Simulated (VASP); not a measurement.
AlSbSe3, 10 atoms in the cell. Symmetry: P6_3/mmc, No. 194, hexagonal system. The conventional cell has a = 6.932 Å, b = 6.932 Å, c = 5.923 Å, α = 90.00°, β = 90.00°, γ = 120.00°. Al (site symmetry -6m2) has 12 Se at 3.48 to 3.72 Å and 6 Sb at 4.27 Å within 4.6 Å. Within 3.0 Å of Sb (site symmetry -3m) lie 6 Se at 2.29 Å and 2 Sb at 2.96 Å. Se (site symmetry mm2) has 2 Sb at 2.29 Å and 2 Se at 3.04 Å within 3.1 Å. 

| Quantity | Value |
| --- | --- |
| Program | VASP 6.6.1 |
| Task | relaxation of cell and atoms |
| Functional | PBE |
| Potentials or basis | VASP PAW PBE potentials, release 64 (Al, Sb, Se) |
| Cutoff | 600 eV |
| k mesh | 3 × 3 × 4 |
| Occupations | gaussian, width 0.1 eV |
| Spin | no spin polarisation |
| Dipole correction | no |
| Further INCAR settings | ALGO = Normal; EDIFF = 1e-06; IBRION = 2; EDIFFG = -0.04; NSW = 90; ISIF = 3 |

Potentials or basis: VASP PAW PBE potentials, release 64 (Al, Sb, Se).

The run is started by

```bash
$ cat potpaw_PBE.64/Al/POTCAR potpaw_PBE.64/Sb/POTCAR potpaw_PBE.64/Se/POTCAR > POTCAR
$ mpirun -np 1 vasp_std > vasp.out
```

Hardware: 1 thread of Intel(R) Xeon(R) Platinum 8259CL CPU @ 2.50GHz (Skylake/Cascade Lake), on a shared host.

Problem. Estimate the wall time of this run.

Solution. It took 27 min on 1 thread of Intel(R) Xeon(R) Platinum 8259CL CPU @ 2.50GHz (Skylake/Cascade Lake), with other jobs on the host, peak memory 0.46 GiB. Counts: scf iterations 180, k points 9, ion steps 19.
